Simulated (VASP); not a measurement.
Wanted: the native input for a VASP 6.6.1 run.

```yaml
Task: single point
Functional: PBE
Potentials_or_basis: VASP PAW PBE potentials, release 64 (Ag, Os)
Cutoff: 520 eV
k_mesh: 10 × 10 × 10
Occupations: gaussian, width 0.1 eV
Spin: no spin polarisation
Dipole_correction: no
Further_INCAR_settings: ALGO = Normal; EDIFF = 1e-07; NBANDS = 30
```

The structure of AgOs4 lies in POSCAR:

```
AgOs4
1.0
   -2.8491607775      2.8491607775      2.8491607775
    2.8491607775     -2.8491607775      2.8491607775
    2.8491607775      2.8491607775     -2.8491607775
Ag Os
1 4
Direct
    0.0000000000      0.0000000000      0.0000000000
    0.0000000000      0.0000000000      0.5000000000
    0.5000000000      0.0000000000      0.0000000000
    0.5000000000      0.5000000000      0.5000000000
    0.0000000000      0.5000000000      0.0000000000
```

The input as run:

INCAR

```
  ALGO = Normal
  EDIFF = 1E-7
  ENCUT = 520
  GGA = PE
  ISIF = 2
  ISMEAR = 0
  LASPH = True
  LCHARG = False
  LREAL = False
  LWAVE = False
  NBANDS = 30
  NELM = 100
  PREC = Accurate
  SIGMA = 0.1
```

KPOINTS

```
k-points
0
Gamma
  10 10 10
```

Potentials or basis: VASP PAW PBE potentials, release 64 (Ag, Os).

Run with:

```sh
$ cat potpaw_PBE.64/Ag/POTCAR potpaw_PBE.64/Os/POTCAR > POTCAR
$ mpirun -np 1 vasp_std > vasp.out
```

It gave:

```json
{"Pressure": "-0.5 GPa"}
```

Wall time 98 s on 1 thread of Intel(R) Xeon(R) 6975P-C (Granite Rapids), with other jobs on the host, peak memory 0.29 GiB.
